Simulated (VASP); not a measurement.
# C (C2/m) in VASP: a series of runs, part 2 of 3

VASP 6.6.1.

## (3) Single point, PBEsol+D3(BJ) (atoms displaced along a vibrational mode)

Contents of INCAR:

```
SYSTEM = C
PREC = Accurate
ENCUT = 520
EDIFF = 1E-6
ISMEAR = 0
SIGMA = 0.05
LREAL = .FALSE.
LASPH = .TRUE.
NELM = 60
ALGO = Normal
ISIF = 2
LWAVE = .FALSE.
LCHARG = .FALSE.
GGA = PS
IVDW = 12
NBANDS = 11
```

Contents of KPOINTS:

```
Automatic mesh
0
G
  15 15 15
  0 0 0
```

Contents of POSCAR:

```
C
1.0
    1.2290461105      0.7095901028      3.2829684898
   -1.2290461105      0.7095901028      3.2829684898
    0.0000000000     -1.4191802055      3.2829684898
C
2
Direct
    0.1774576274      0.1774576274      0.1351796984
    0.8225423726      0.8225423726      0.8648203016
```

Potentials or basis: VASP PAW PBE potentials, release 64 (C).

On the command line:

```bash
$ cat potpaw_PBE.64/C/POTCAR > POTCAR
$ mpirun -np 1 vasp_std > vasp.out
```

OUTCAR:

```text
SYSTEM = C
   PREC = Accurate
   ENCUT = 520
   EDIFF = 1E-6
   ISMEAR = 0
   LREAL = .FALSE.
   LASPH = .TRUE.
   NELM = 60
   ISIF = 2
   GGA = PS
   IVDW = 12
 IVDW          = 12

 ion  position               nearest neighbor table
   1  0.177  0.177  0.135-   2 1.36   2 1.36   2 1.54
   2  0.823  0.823  0.865-   1 1.36   1 1.36   1 1.54

  LATTYP: Found a trigonal (rhomboedric) cell.
 ALAT       =     3.5765842029
 COS(alpha) =     0.7638274378

  Lattice vectors:

 A1 = (   1.2290461105,   0.7095901028,   3.2829684898)
 A2 = (  -1.2290461105,   0.7095901028,   3.2829684898)
 A3 = (   0.0000000000,  -1.4191802055,   3.2829684898)

Analysis of symmetry for initial positions (statically):
=====================================================================
 Subroutine PRICEL returns:
 Original cell was already a primitive cell.

 Routine SETGRP: Setting up the symmetry group for a
 trigonal (rhombohedral) supercell.

 Subroutine GETGRP returns: Found  4 space group operations
 (whereof  4 operations were pure point group operations)
 out of a pool of 12 trial point group operations.

The static configuration has the point symmetry C_2h.

Analysis of symmetry for dynamics (positions and initial velocities):
=====================================================================
 Subroutine PRICEL returns:
 Original cell was already a primitive cell.

 Routine SETGRP: Setting up the symmetry group for a
 trigonal (rhombohedral) supercell.

 Subroutine GETGRP returns: Found  4 space group operations
 (whereof  4 operations were pure point group operations)
 out of a pool of 12 trial point group operations.

The dynamic configuration has the point symmetry C_2h.

 Subroutine INISYM returns: Found  4 space group operations
 (whereof  4 operations are pure point group operations),
 and found     1 'primitive' translations

[... 120 lines left out ...]
   LHFCALC =     F    Hartree Fock is set to
   AEXX    =    0.0000 exact exchange contribution
   IVDW    =    12    specifies the selected vdW correction
   LEPSILON=     F    determine dielectric tensor
   LRPA    =     F    only Hartree local field effects (RPA)
 non-spin polarized calculation
 Gauss-broadening in eV      SIGMA  =   0.05
  energy-cutoff  :      520.00
  volume of cell :       17.18
 maximum number of plane-waves:       476
   NGX = 13   NGY = 13   NGZ = 13

 number of electron       8.0000000 magnetization

 Free energy of the ion-electron system (eV)
  ---------------------------------------------------
  ext. energy  EPLUGINS =         0.00000000
  ---------------------------------------------------
  free energy    TOTEN  =       -18.89246986 eV

  energy without entropy =      -18.89246984  energy(sigma->0) =      -18.89246985

 E-fermi :   4.8483     XC(G=0): -10.7125

 val. band max:        4.7048034357   @ k =  -0.1333   0.4667   0.1333
 cond. band min:       4.9937765309   @ k =  -0.1333   0.4667   0.1333
 fundamental gap:      0.2889730952
 Fermi energy:         4.8482920495

 k-point     1 :       0.0000    0.0000    0.0000
  band No.  band energies     occupation
      1     -14.8812      2.00000
      2      -1.6791      2.00000
      3       0.1690      2.00000
      4       3.8500      2.00000
      5       8.9498      0.00000
      6      10.9051      0.00000
      7      15.6326      0.00000
      8      16.4640      0.00000
      9      17.8538      0.00000
     10      27.2457      0.00000
     11      30.6834      0.00000
[... 309 lines left out ...]
 k-point    24 :       0.2667    0.0667   -0.0000
  band No.  band energies     occupation
      1     -13.4760      2.00000
      2      -2.7850      2.00000
      3      -0.4406      2.00000
      4       0.5177      2.00000
      5      10.8891      0.00000
      6      12.5978      0.00000
      7      12.9036      0.00000
      8      17.9631      0.00000
      9      20.5358      0.00000
     10      24.0618      0.00000
     11      28.2568      0.00000

 [... further k-points ...]

------------------------ aborting loop because EDIFF is reached ----------------------------------------

 Edisp (eV)   -0.22558

 E8    (eV) :    -0.1097

  FORCE on cell =-STRESS in cart. coord.  units (eV):
  Direction    XX          YY          ZZ          XY          YZ          ZX
  --------------------------------------------------------------------------------------
  -------------------------------------------------------------------------------------
  Total       2.44324    -0.34539    -0.08605     0.00000     0.35640     0.00000
  in kB     227.86747   -32.21243    -8.02554     0.00000    33.23916     0.00000
  external pressure =       62.54 kB  Pullay stress =        0.00 kB

 VOLUME and BASIS-vectors are now :
 -----------------------------------------------------------------------------
  energy-cutoff  :      520.00
  volume of cell :       17.18
      direct lattice vectors                 reciprocal lattice vectors
     1.229046110  0.709590103  3.282968490     0.406819562  0.234877383  0.101534125
    -1.229046110  0.709590103  3.282968490    -0.406819562  0.234877383  0.101534125
     0.000000000 -1.419180206  3.282968490     0.000000000 -0.469754767  0.101534125

 POSITION                                       TOTAL-FORCE (eV/Angst)
 -----------------------------------------------------------------------------------
      0.00000      0.06000      1.60897         0.000000     -5.571169      0.957444
      0.00000     -0.06000      8.23994         0.000000      5.571169     -0.957444
 -----------------------------------------------------------------------------------
    total drift:                                0.000000     -0.000000     -0.000000

  FREE ENERGIE OF THE ION-ELECTRON SYSTEM (eV)
  ---------------------------------------------------
  free  energy   TOTEN  =       -19.1180463123 eV

  energy  without entropy=      -19.1180462941  energy(sigma->0) =      -19.11804630
```

OSZICAR:

```text
N       E                     dE             d eps       ncg     rms          rms(c)
DAV:   1     0.525084732182E+01    0.52508E+01   -0.45672E+03 20579   0.665E+02
DAV:   2    -0.195459096926E+02   -0.24797E+02   -0.23416E+02 26083   0.131E+02
DAV:   3    -0.201302023206E+02   -0.58429E+00   -0.58306E+00 25127   0.167E+01
DAV:   4    -0.201322274286E+02   -0.20251E-02   -0.20250E-02 22840   0.121E+00
DAV:   5    -0.201322347876E+02   -0.73589E-05   -0.73590E-05 25418   0.674E-02    0.657E+00
DAV:   6    -0.191851404095E+02    0.94709E+00   -0.82452E-01 23275   0.532E+00    0.377E+00
DAV:   7    -0.188908612539E+02    0.29428E+00   -0.87424E-01 23980   0.555E+00    0.101E+00
DAV:   8    -0.188926888939E+02   -0.18276E-02   -0.20606E-02 22235   0.946E-01    0.124E-01
DAV:   9    -0.188924277131E+02    0.26118E-03   -0.68510E-04 24082   0.167E-01    0.555E-02
DAV:  10    -0.188924682140E+02   -0.40501E-04   -0.74584E-05 23020   0.622E-02    0.248E-02
DAV:  11    -0.188924697107E+02   -0.14966E-05   -0.47457E-06 24104   0.142E-02    0.327E-03
DAV:  12    -0.188924698551E+02   -0.14442E-06   -0.33391E-07 21328   0.431E-03
   1 F= -.19118046E+02 E0= -.19118046E+02  d E =-.181565E-07
```

stdout:

```text
POSCAR found type information on POSCAR C
 POSCAR found :  1 types and       2 ions
 scaLAPACK will be used
 -----------------------------------------------------------------------------
|                                                                             |
|                                                                             |
|     You enforced a specific xc type in the INCAR file but a different       |
|     I HOPE YOU KNOW WHAT YOU ARE DOING!                                     |
|                                                                             |
 -----------------------------------------------------------------------------

 LDA part: xc-table for (Slater+PW92), standard interpolation
 POSCAR, INCAR and KPOINTS ok, starting setup
 FFT: planning ... GRIDC
 FFT: planning ... GRID_SOFT
 FFT: planning ... GRID
 WAVECAR not read
 entering main loop
```

Wall time 7.2 min (1 thread of Intel Xeon Platinum 8175M at 2.50GHz (Skylake/Cascade Lake), shared host); peak memory 0.27 GiB.

Results:

* Free energy: -19.1180 eV
* Pressure: 6.3 GPa
* Largest force: 5.653 eV/Å
* Dispersion energy per atom: -0.113 eV

Forces in eV/Å, atoms in the order of the input:
```
C    0.000 -5.571  0.957
C    0.000  5.571 -0.957
```

Caveat: the cell differs from its parent crystal (atoms displaced along a vibrational mode); the cell stands under pressure; the PAW data sets were made with another functional, which shifts forces and pressure a little.

## (4) Single point, PBEsol+D3(BJ) (atoms displaced along a vibrational mode)

Contents of INCAR:

```
PREC     = Accurate       # precision mode
ENCUT    = 520            # plane-wave cutoff, eV
EDIFF    = 1E-6           # SCF threshold, eV
ISMEAR   = 0              # smearing method
SIGMA    = 0.05           # smearing width, eV
LREAL    = False          # projectors in reciprocal space
LASPH    = True           # aspherical terms in the spheres
NELM     = 60             # most SCF steps
ALGO     = Normal         # electronic algorithm
ISIF     = 2              # what is computed and relaxed
LWAVE    = False          # write WAVECAR
LCHARG   = False          # write CHGCAR
GGA      = PS             # functional
IVDW     = 12             # dispersion correction
NBANDS   = 11             # bands
```

Contents of KPOINTS:

```
regular mesh
0
Gamma
  15 15 15
```

Contents of POSCAR:

```
C
1.0
    1.2290461105      0.7095901028      3.2829684898
   -1.2290461105      0.7095901028      3.2829684898
    0.0000000000     -1.4191802055      3.2829684898
C
2
Direct
    0.1712811639      0.1712811639      0.1571885209
    0.8287188361      0.8287188361      0.8428114791
```

On the command line:

```bash
$ cat potpaw_PBE.64/C/POTCAR > POTCAR
$ mpirun -np 1 vasp_std > vasp.out
```

It took 6.2 min on 1 thread of Intel Xeon Platinum 8175M at 2.50GHz (Skylake/Cascade Lake), shared host; peak memory 0.27 GiB.

It converged, with:

```yaml
Free_energy: -19.4636 eV
Pressure: 1.5 GPa
Largest_force: 2.109 eV/Å
Dispersion_energy_per_atom: -0.113 eV
```

Forces on the atoms (eV/Å):
```
C    0.000 -2.109  0.002
C    0.000  2.109 -0.002
```

Stress tensor (GPa, compression positive):
```
 6.94  0.00  0.00
 0.00 -2.47  0.02
 0.00  0.02 -0.05
```

Caveat: the cell differs from its parent crystal (atoms displaced along a vibrational mode); the PAW data sets were made with another functional, which shifts forces and pressure a little.

## (5) Single point, PBEsol+D3(BJ) (atoms displaced along a vibrational mode)

Contents of INCAR:

```
SYSTEM = C
PREC     = Accurate       ! precision mode
ENCUT    = 520            ! plane-wave cutoff, eV
EDIFF    = 1E-6           ! SCF threshold, eV
ISMEAR   = 0              ! smearing method
SIGMA    = 0.05           ! smearing width, eV
LREAL    = .FALSE.        ! projectors in reciprocal space
LASPH    = .TRUE.         ! aspherical terms in the spheres
NELM     = 100            ! most SCF steps
ALGO     = Normal         ! electronic algorithm
ISIF     = 2              ! what is computed and relaxed
LWAVE    = .FALSE.        ! write WAVECAR
LCHARG   = .FALSE.        ! write CHGCAR
GGA      = PS             ! functional
IVDW     = 12             ! dispersion correction
NBANDS   = 11             ! bands
```

Contents of KPOINTS:

```
regular mesh
0
G
  15 15 15
  0 0 0
```

Contents of POSCAR:

```
C
1.0
    1.2290461105      0.7095901028      3.2829684898
   -1.2290461105      0.7095901028      3.2829684898
    0.0000000000     -1.4191802055      3.2829684898
C
2
Direct
    0.1727600798      0.1727600798      0.1445747938
    0.8272399202      0.8272399202      0.8554252062
```

On the command line:

```bash
$ cat potpaw_PBE.64/C/POTCAR > POTCAR
$ mpirun -np 1 vasp_std > vasp.out
```

Wall time 5.9 min (1 thread of Intel Xeon Platinum 8175M at 2.50GHz (Skylake/Cascade Lake), shared host); peak memory 0.27 GiB.

The run converged. Its results:

- Free energy: -19.3091 eV
- Pressure: 3.2 GPa
- Largest force: 4.071 eV/Å
- Dispersion energy per atom: -0.113 eV

Forces in eV/Å, atoms in the order of the input:
```
C    0.000 -3.944  1.006
C    0.000  3.944 -1.006
```

Stress tensor (GPa, compression positive):
```
13.98  0.00  0.00
 0.00 -3.66  2.38
 0.00  2.38 -0.79
```

Caveat: the cell differs from its parent crystal (atoms displaced along a vibrational mode); the cell stands under pressure; the PAW data sets were made with another functional, which shifts forces and pressure a little.

[end of part 2 of 3]
